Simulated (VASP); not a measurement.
Wanted: the native input for a VASP 6.6.1 run.

```yaml
Task: single point
Functional: PBEsol
Potentials_or_basis: VASP PAW PBE potentials, release 64 (Pb_d, S)
Cutoff: 500 eV
k_mesh: 6 × 6 × 6
Occupations: gaussian, width 0.02 eV
Spin: no spin polarisation
Dipole_correction: no
Further_INCAR_settings: ALGO = Normal; EDIFF = 1e-06; NBANDS = 17
```

The structure of PbS lies in POSCAR:

```
PbS
1.0
    4.0897000000      0.0000000000      0.0000000000
   -2.0448500000      3.5417800000      0.0000000000
    0.0000000000      0.0000000000      3.9018151000
Pb S
1 1
Direct
    0.0000000000      0.0000000000      0.0000000000
    0.6666666667      0.3333333333      0.5000000000
```

The input as run:

INCAR

```
SYSTEM = PbS
  PREC = Accurate
  ENCUT = 500
  EDIFF = 1E-6
  ISMEAR = 0
  SIGMA = 0.02
  LREAL = .False.
  LASPH = .True.
  NELM = 120
  ALGO = Normal
  ISIF = 2
  LWAVE = .False.
  LCHARG = .False.
  GGA = PS
  NBANDS = 17
  GGA_COMPAT = .False.
```

KPOINTS

```
regular mesh
0
Gamma
  6 6 6
  0 0 0
```

Potentials or basis: VASP PAW PBE potentials, release 64 (Pb_d, S).

Launch:

```console
$ cat potpaw_PBE.64/Pb_d/POTCAR potpaw_PBE.64/S/POTCAR > POTCAR
$ mpirun -np 1 vasp_std > vasp.out
```

Results of the run:

- Pressure: -4.6 GPa
- Band gap on the k mesh: zero (band 10 reaches 4.75 eV, above the bottom of band 11 at 4.32 eV)

Caveat: the PAW data sets were made with another functional, which shifts forces and pressure a little; spin-orbit coupling is left out, which moves the levels of the heavy elements.

Run time: 16 s on 1 thread of Intel(R) Xeon(R) Platinum 8488C (Sapphire Rapids), on a shared host, peak memory 0.17 GiB.
